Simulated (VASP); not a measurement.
A run of VASP 6.6.1 is set up as follows.

The input INCAR:

```
SYSTEM = Al
  PREC = Accurate
  ENCUT = 600
  EDIFF = 1E-6
  ISMEAR = -1
  SIGMA = 0.05
  LREAL = .FALSE.
  LASPH = .TRUE.
  NELM = 150
  ALGO = Normal
  ISIF = 8
  LWAVE = .FALSE.
  LCHARG = .FALSE.
  ISPIN = 2
  MAGMOM = 0 0
  LORBIT = 11
  GGA = CA
  IBRION = 2
  NSW = 80
  EDIFFG = -0.02
```

File KPOINTS:

```
Automatic mesh
0
G
  8 8 8
  0 0 0
```

Contents of POSCAR:

```
Al
1.0
    3.2100000000      0.0000000000      0.0000000000
    0.0000000000      3.2100000000      0.0000000000
    0.0000000000      0.0000000000      3.2100000000
Al
2
Direct
    0.0000000000      0.0000000000      0.0000000000
    0.5000000000      0.5000000000      0.5000000000
```

Potentials or basis: VASP PAW LDA potentials, release 64 (Al).

The run is started by

```bash
$ cat potpaw_LDA.64/Al/POTCAR > POTCAR
$ mpirun -np 1 vasp_std > vasp.out
```

**Question.** Predict the relaxed cell.

**Answer.** a = 3.193 Å, b = 3.193 Å, c = 3.193 Å, α = 90.00°, β = 90.00°, γ = 90.00°.

**Question.** Predict the net moment.

**Answer.** 0.00 μB per cell.

**Question.** Estimate the band gap on the k mesh.

**Answer.** Zero (filled and empty bands overlap).

Final structure:
```
CELL_PARAMETERS angstrom
3.19340 0.00000 0.00000
0.00000 3.19340 0.00000
0.00000 0.00000 3.19340
ATOMIC_POSITIONS crystal
Al 0.00000 0.00000 0.00000
Al 0.50000 0.50000 0.50000
```
